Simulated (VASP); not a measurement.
Set up this calculation in VASP 6.6.1, as the native input.

```
Task                   : single point
Functional             : PBE
Potentials or basis    : VASP PAW PBE potentials, release 64 (K_sv, Nd_3, Sb), 4f in core
Cutoff                 : 500 eV
k mesh                 : 4 × 4 × 2
Occupations            : gaussian, width 0.2 eV
Spin                   : no spin polarisation
Dipole correction      : no
Mended                 : yes
Further INCAR settings : ALGO = Normal; EDIFF = 1e-06; NBANDS = 32
```

The structure of KNd2Sb3 lies in POSCAR:

```
KNd2Sb3
1.0
    5.4230426879      0.0000000032      0.0000000000
   -2.7115213467      4.6964927319      0.0000000000
    0.0000000000      0.0000000000      7.1109041608
K Nd Sb
1 2 3
Direct
    0.0000000000      0.0000000000      0.5000000000
    0.6666666667      0.3333333333      0.7701937717
    0.6666666667      0.3333333333      0.2298062283
    0.0000000000      0.0000000000      0.0000000000
    0.3333333333      0.6666666667      0.5000000000
    0.3333333333      0.6666666667      0.0000000000
```

The cell was built from a structure type or drawn by symmetry, and may not be a known phase.

These files were run (other wordings do the same):

INCAR

```
PREC = Accurate
ENCUT = 500
EDIFF = 1E-6
ISMEAR = 0
SIGMA = 0.2
LREAL = F
LASPH = T
NELM = 200
ALGO = Normal
ISIF = 2
LWAVE = F
LCHARG = T
GGA = PE
LELF = T
LVHAR = T
NBANDS = 32
GGA_COMPAT = F
LMAXMIX = 6
```

KPOINTS

```
Automatic mesh
0
Gamma
  4 4 2
```

Potentials or basis: VASP PAW PBE potentials, release 64 (K_sv, Nd_3, Sb), 4f in core.

The run is started by

```sh
$ cat potpaw_PBE.64/K_sv/POTCAR potpaw_PBE.64/Nd_3/POTCAR potpaw_PBE.64/Sb/POTCAR > POTCAR
$ mpirun -np 1 vasp_std > vasp.out
```

It gave:

```json
{"Pressure": "0.2 GPa", "Largest force": "0.074 eV/Å", "Band gap on the k mesh": "zero (bands 23 and 24 overlap by 0.82 eV)"}
```

Caveat: the k points lie up to 0.44 Å⁻¹ apart, too coarse for converged energies and pressures of a metal; spin-orbit coupling is left out, which moves the levels of the heavy elements; the 4f electrons are frozen in the core, so they carry no moment and show no levels.

It took 45 s on 1 thread of Intel(R) Xeon(R) 6975P-C (Granite Rapids), with other jobs on the host, peak memory 0.29 GiB.
